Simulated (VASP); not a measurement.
A run of VASP 6.6.1 is set up as follows.

Contents of INCAR:

```
SYSTEM = La2ScAs3
PREC = Accurate
ENCUT = 510
EDIFF = 1E-6
ISMEAR = -1
SIGMA = 0.03
LREAL = .False.
LASPH = .True.
NELM = 200
ALGO = Normal
ISIF = 2
LWAVE = .False.
LCHARG = .False.
GGA = PS
NBANDS = 48
GGA_COMPAT = .False.
LMAXMIX = 6
```

Contents of KPOINTS:

```
regular mesh
0
Gamma
  4 4 4
  0 0 0
```

File POSCAR:

```
La2ScAs3
1.0
    3.4658101623      2.0009864315      3.6627577886
   -3.4658101623      2.0009864315      3.6627577886
    0.0000000000     -4.0019728591      3.6627577907
La Sc As
2 1 3
Direct
    0.6495687985      0.6495687985      0.6495687985
    0.3504312015      0.3504312015      0.3504312015
    0.0000000000      0.0000000000      0.0000000000
    0.0000000000      0.5000000000      0.0000000000
    0.5000000000      0.0000000000      0.0000000000
    0.0000000000      0.0000000000      0.5000000000
```

Potentials or basis: VASP PAW PBE potentials, release 64 (La, Sc_sv, As_d).

Command:

```sh
$ cat potpaw_PBE.64/La/POTCAR potpaw_PBE.64/Sc_sv/POTCAR potpaw_PBE.64/As_d/POTCAR > POTCAR
$ mpirun -np 1 vasp_std > vasp.out
```

Estimate the pressure.

0.1 GPa.

Estimate the band gap on the k mesh.

zero (bands 39 and 40 overlap by 0.51 eV).

Forces in eV/Å, atoms in the order of the input:
```
La   0.000  0.000  0.007
La   0.000  0.000 -0.007
Sc   0.000  0.000  0.000
As   0.000  0.000  0.000
As   0.000  0.000  0.000
As   0.000  0.000  0.000
```

Caveat: the PAW data sets were made with another functional, which shifts forces and pressure a little; spin-orbit coupling is left out, which moves the levels of the heavy elements.
